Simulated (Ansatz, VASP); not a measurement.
# One calculation of ZnS, two programs

```xyz
4
Lattice="3.8065 0.0000 0.0000 -1.9033 3.2965 0.0000 0.0000 0.0000 6.3697" Properties=species:S:1:pos:R:3 pbc="T T T"
Zn    0.0000    2.1977    0.0122
Zn    1.9033    1.0988    3.1971
S     0.0000    2.1977    2.3764
S     1.9033    1.0988    5.5613
```

Change from the starting cell: strain along c alone, the other axes held, atoms relaxed: +2.0 %.

Alike in both runs: functional r2SCAN; k mesh 6 × 6 × 4; occupations gaussian, width 0.02 eV; no spin polarisation.

Ansatz relaxed the structure, and its values are those at the end. VASP's run is a single point on that final structure, the one shown.

|  | VASP | Ansatz |
| --- | --- | --- |
| version | VASP 6.6.1 | Ansatz 0.2.0 |
| potentials or method | VASP PAW PBE potentials, release 64 (Zn, S), cutoff 520 eV | scalar-relativistic, plane waves, PAW |
| valence electrons in the cell | 36 | 36 |

```tsv
	VASP	Ansatz	Ansatz less VASP
gap on the k mesh at the Fermi level (eV)	2.62	2.62	-0.008
least direct gap on the mesh (eV)	2.62	2.62	-0.008
pressure (GPa)	-1.5	-1.5	-0.05
rms of the force components (eV/Å)	0.005	0.000	-0.0049
```

VASP's potentials were made for PBE, not for r2SCAN. The functional is the same, so the differences come from potentials, cutoffs and numerics. Ansatz's warnings: stress scf threshold loose.
